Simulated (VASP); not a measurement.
Runs of VASP 6.6.1 on BAs. The structure is that of space group P4/mmm (No. 123), or close to it. The cells are those of the table. 

| level | potentials or basis | cell | k mesh | cutoff (eV) | grid for exact exchange (PRECFOCK) | share of exact exchange | screening parameter | gap on the mesh (eV) | pressure (GPa) |
| --- | --- | --- | --- | --- | --- | --- | --- | --- | --- |
| PBEsol-based screened hybrid with 25 % exact exchange | VASP PAW PBE potentials, release 64 (B, As) | a = 3.069, b = 2.628, c = 3.055 Å, 2 atoms | 6 × 4 × 3 | 520 | Normal | 0.25 | 0.207 1/Å | none | -0.2 |
| PBEsol+D4 | VASP PAW PBE potentials, release 64 (B, As_d) | a = 3.107, b = 2.544, c = 3.121 Å, 2 atoms | 12 × 8 × 6 | 560 | - | - | - | none | 0.0 |
| PBE-based screened hybrid with 25 % exact exchange | VASP PAW PBE potentials, release 64 (B, As) | a = 3.086, b = 2.651, c = 3.072 Å, 2 atoms | 6 × 4 × 3 | 520 | Normal | 0.25 | 0.3 1/Å | none | -0.3 |
| PBEsol+D3(BJ) | VASP PAW PBE potentials, release 64 (B, As_d) | a = 3.096, b = 2.534, c = 3.110 Å, 2 atoms | 12 × 8 × 6 | 560 | - | - | - | none | (b) |
| BLYP+D4 | VASP PAW PBE potentials, release 64 (B, As_d) | a = 3.563, b = 2.469, c = 3.540 Å, 2 atoms | 12 × 8 × 6 | 560 | - | - | - | none | (a) |

Alike in all rows: task single point; no spin polarisation; smearing fermi-dirac 0.05 eV.

**Question.** Estimate the missing entries.

**Answer.** (a) 0.4; (b) -0.1.

Caveats: some runs use coarse meshes; the PAW data sets were made with another functional, which shifts forces and pressure a little.

A k mesh can miss the band edges, and the runs leave out spin-orbit coupling on As.

A gap of «none» marks levels without a gap at the run's occupations.

The runs don't all hold the same shells in valence.
